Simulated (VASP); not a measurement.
A run of VASP 6.6.1 is set up as follows.

Contents of POSCAR:

```
Sb
1.0
    0.1733647600      2.3885337500      2.4958692300
    2.4173055400      0.0646925500      2.6045414300
    2.3204533900      2.4003538000      0.1615447000
Sb
1
Direct
    0.0000000000      0.0000000000      0.0000000000
```

The input INCAR.step1:

```
PREC     = Accurate       # precision mode
ENCUT    = 520            # plane-wave cutoff, eV
EDIFF    = 1E-5           # SCF threshold, eV
ISMEAR   = -1             # smearing method
SIGMA    = 0.05           # smearing width, eV
LREAL    = False          # projectors in reciprocal space
LASPH    = True           # aspherical terms in the spheres
NELM     = 100            # most SCF steps
ALGO     = Normal         # electronic algorithm
ISIF     = 2              # what is computed and relaxed
LWAVE    = True           # write WAVECAR
NBANDS   = 8              # bands
GGA      = PE             # functional
```

The input INCAR.step2:

```
PREC     = Accurate       # precision mode
ENCUT    = 520            # plane-wave cutoff, eV
EDIFF    = 1E-6           # SCF threshold, eV
ISMEAR   = -1             # smearing method
SIGMA    = 0.05           # smearing width, eV
LREAL    = False          # projectors in reciprocal space
LASPH    = True           # aspherical terms in the spheres
NELM     = 100            # most SCF steps
ALGO     = Normal         # electronic algorithm
ISIF     = 2              # what is computed and relaxed
LWAVE    = False          # write WAVECAR
LCHARG   = True           # write CHGCAR
GGA      = PS             # functional
LHFCALC  = True           # exact exchange
AEXX     = 0.25           # exact-exchange fraction
HFSCREEN = 0.207          # screening, 1/A
PRECFOCK = Normal       
LELF     = True           # ELF
LVHAR    = True         
NBANDS   = 8              # bands
ISTART   = 1
```

The input KPOINTS:

```
Automatic mesh
0
Gamma
  5 5 5
```

Potentials or basis: VASP PAW PBE potentials, release 64 (Sb).

Launch:

```console
$ cat potpaw_PBE.64/Sb/POTCAR > POTCAR
$ cp INCAR.step1 INCAR
$ mpirun -np 1 vasp_std > vasp.out
$ cp INCAR.step2 INCAR
$ mpirun -np 1 vasp_std > vasp.out
```

Question: What does it give for the pressure?

Answer: -2.6 GPa.

Stress tensor (GPa, compression positive):
```
-3.26 -1.49  1.98
-1.49 -1.89 -0.66
 1.98 -0.66 -2.64
```

Caveat: the k points lie up to 0.48 Å⁻¹ apart; the PAW data sets were made with another functional, which shifts forces and pressure a little.
